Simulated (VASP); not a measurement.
ZnSe2: single point with PBEsol

The system is ZnSe2.

```
Zn Se
1.0
     6.05204    0.00000    0.00000
     0.00000    6.31493    0.00000
     0.00000    0.00000    6.31370
Zn Se
4 8
Cartesian
  3.0260 3.1575 0.0000
  3.0260 0.0000 3.1569
  0.0000 3.1575 3.1569
  0.0000 0.0000 0.0000
  0.6703 5.6200 2.4656
  5.3817 2.4625 0.6913
  2.3557 0.6949 5.6224
  3.6963 3.8524 3.8481
  5.3817 0.6949 3.8481
  0.6703 3.8524 5.6224
  3.6963 5.6200 0.6913
  2.3557 2.4625 2.4656
```

This cell differs from its parent crystal: uniaxial strain along a: -3.0 %, then relaxed in part.

```json
{
 "Program": "VASP 6.6.1",
 "Task": "single point",
 "Functional": "PBEsol",
 "Potentials or basis": "VASP PAW PBE potentials, release 64 (Zn, Se)",
 "Cutoff": "520 eV",
 "k mesh": "6 × 6 × 6",
 "Occupations": "gaussian, width 0.02 eV",
 "Spin": "no spin polarisation"
}
```

- Pressure: 0.9 GPa
- Largest force: 0.025 eV/Å
- Band gap on the k mesh: 0.63 eV (least direct gap 0.75 eV)

Forces in eV/Å, atoms in the order of the input:
```
Zn   0.000  0.000  0.000
Zn   0.000  0.000  0.000
Zn   0.000  0.000  0.000
Zn   0.000  0.000  0.000
Se   0.017 -0.015 -0.013
Se  -0.017 -0.015  0.013
Se  -0.017  0.015 -0.013
Se   0.017  0.015  0.013
Se  -0.017  0.015  0.013
Se   0.017  0.015 -0.013
Se   0.017 -0.015  0.013
Se  -0.017 -0.015 -0.013
```

Stress tensor (GPa, compression positive):
```
2.15 0.00 0.00
0.00 0.24 0.00
0.00 0.00 0.24
```

Levels at points of the mesh, in eV from the valence-band top:
| k point | band 44 | band 45 | band 46 | band 47 | band 48 | band 49 | band 50 | band 51 | band 52 | band 53 |
| --- | --- | --- | --- | --- | --- | --- | --- | --- | --- | --- |
| (0.00, 0.00, 0.00) | -0.90 | -0.90 | -0.86 | -0.23 | 0.00 | 0.75 | 1.52 | 2.03 | 2.09 | 2.09 |
| (0.50, 0.00, 0.00) | -2.22 | -1.34 | -1.34 | -0.29 | -0.29 | 1.17 | 1.17 | 1.21 | 1.21 | 2.97 |
| (0.00, 0.50, 0.00) | -2.24 | -1.64 | -1.64 | -0.22 | -0.22 | 1.08 | 1.08 | 1.14 | 1.14 | 2.91 |
| (0.50, 0.50, 0.00) | -1.95 | -1.59 | -1.59 | -1.59 | -1.59 | 1.09 | 1.09 | 1.09 | 1.09 | 2.67 |
| (0.00, 0.00, 0.50) | -2.17 | -1.76 | -1.76 | -0.26 | -0.26 | 1.06 | 1.06 | 1.15 | 1.15 | 3.30 |
| (0.50, 0.00, 0.50) | -1.98 | -1.58 | -1.58 | -1.58 | -1.58 | 1.15 | 1.15 | 1.15 | 1.15 | 2.67 |
| (0.00, 0.50, 0.50) | -1.94 | -1.70 | -1.70 | -1.70 | -1.70 | 1.03 | 1.03 | 1.03 | 1.03 | 2.80 |
| (0.50, 0.50, 0.50) | -2.41 | -2.03 | -2.03 | -2.03 | -2.03 | 1.10 | 1.10 | 1.10 | 1.10 | 2.73 |

It took 30 min on 1 thread of Oxide Virtual Turin-like Processor, on a shared host, peak memory 0.73 GiB.

Caveat: the cell differs from its parent crystal (uniaxial strain along a: -3.0 %, then relaxed in part); the PAW data sets were made with another functional, which shifts forces and pressure a little. A k mesh can miss the band edges.
